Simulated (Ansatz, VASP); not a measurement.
## Two plane-wave programs on EuS

```
CELL_PARAMETERS angstrom
0.00000 2.93668 2.93668
2.93668 0.00000 2.93668
2.93668 2.93668 0.00000
ATOMIC_POSITIONS crystal
Eu 0.00000 0.00000 0.00000
S 0.50000 0.50000 0.50000
```

Alike in both runs: task single point; functional r2SCAN; k mesh 10 × 10 × 10; occupations gaussian, width 0.05 eV; collinear spin.

|  | VASP | Ansatz |
| --- | --- | --- |
| version | VASP 6.6.1 | Ansatz 0.2.0 |
| potentials or method | VASP PAW PBE potentials, release 64 (Eu, S), cutoff 800 eV | scalar-relativistic, plane waves, PAW |
| valence electrons in the cell | 23 | 23 |

```tsv
	VASP	Ansatz	Ansatz less VASP
gap on the k mesh at the Fermi level (eV)	none	none	-
pressure (GPa)	-0.4	0.0	+0.41
net moment per atom (μB)	3.50	3.50	+0.001
size of the moment on the site where the two differ most (μB)	6.52	6.79	+0.268
```

VASP's potentials were made for PBE, not for r2SCAN. Site moments also hang on the region over which each program counts them. A gap of «none» marks a metal or a gap that the smearing closes. Ansatz's warnings: given moment on shells, stability check not made.

Spin-orbit coupling is off throughout.
